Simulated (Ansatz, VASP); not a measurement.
# SiO2: VASP beside Ansatz

```
Si O
1.0
    -2.40529    2.40529    3.79327
     2.40529   -2.40529    3.79327
     2.40529    2.40529   -3.79327
Si O
2 4
Direct
  0.00000 0.00000 0.00000
  0.75000 0.25000 0.50000
  0.99838 0.62500 0.87338
  0.37500 0.24838 0.37338
  0.75162 0.12500 0.12662
  0.87500 0.00162 0.62662
```

Change from the starting cell: volume scaled by 1.04.

Alike in both runs: task single point; functional PBE; k mesh 7 × 7 × 7; occupations fermi-dirac, width 0.03 eV; no spin polarisation.

```csv
,VASP,Ansatz
version,VASP 6.6.1,Ansatz 0.2.0
potentials or method,"VASP PAW PBE potentials, release 64 (Si, O), cutoff 520 eV","all-electron LAPW, scalar-relativistic"
```

|  | VASP | Ansatz | Ansatz less VASP |
| --- | --- | --- | --- |
| gap on the k mesh at the Fermi level (eV) | 5.76 | 5.77 | +0.011 |
| pressure (GPa) | -2.7 | -2.8 | -0.13 |
| traceless stress, the component that is largest in VASP (GPa) | -1.38 | -1.44 | -0.055 |
| rms of the force components (eV/Å) | 0.163 | 0.163 | +0.0002 |

Atom by atom the forces differ by 0.000 eV/Å (rms over components). Ansatz ran all-electron here, and VASP with PAW potentials.
